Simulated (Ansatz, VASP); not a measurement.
# Two plane-wave programs on W

```
W
1.0
    -1.66119    1.66119    1.46952
     1.66119   -1.66119    1.46952
     1.66119    1.66119   -1.46952
W
1
Direct
  0.00000 0.00000 0.00000
```

Change from the starting cell: strain +0.040 along x and y, -0.080 along z, atoms carried along.

Alike in both runs: task single point; functional PBE; k mesh 20 × 20 × 20; occupations gaussian, width 0.15 eV; no spin polarisation.

|  | VASP | Ansatz |
| --- | --- | --- |
| version | VASP 6.6.1 | Ansatz 0.2.0 |
| potentials or method | VASP PAW PBE potentials, release 64 (W_sv), cutoff 520 eV | scalar-relativistic, plane waves, PAW |
| valence electrons in the cell | 14 | 14 |

Ansatz gave:

- gap on the k mesh at the Fermi level (eV): none
- pressure (GPa): 0.8
- traceless stress, the component that is largest in VASP (GPa): 24.59

Estimate VASP's values.

gap on the k mesh at the Fermi level (eV): none; pressure (GPa): 1.3; traceless stress, the component that is largest in VASP (GPa): 24.63.

A gap of «none» marks a metal or a gap that the smearing closes. The functional is the same, so the differences come from potentials, cutoffs and numerics.

Neither program's run includes spin-orbit coupling.
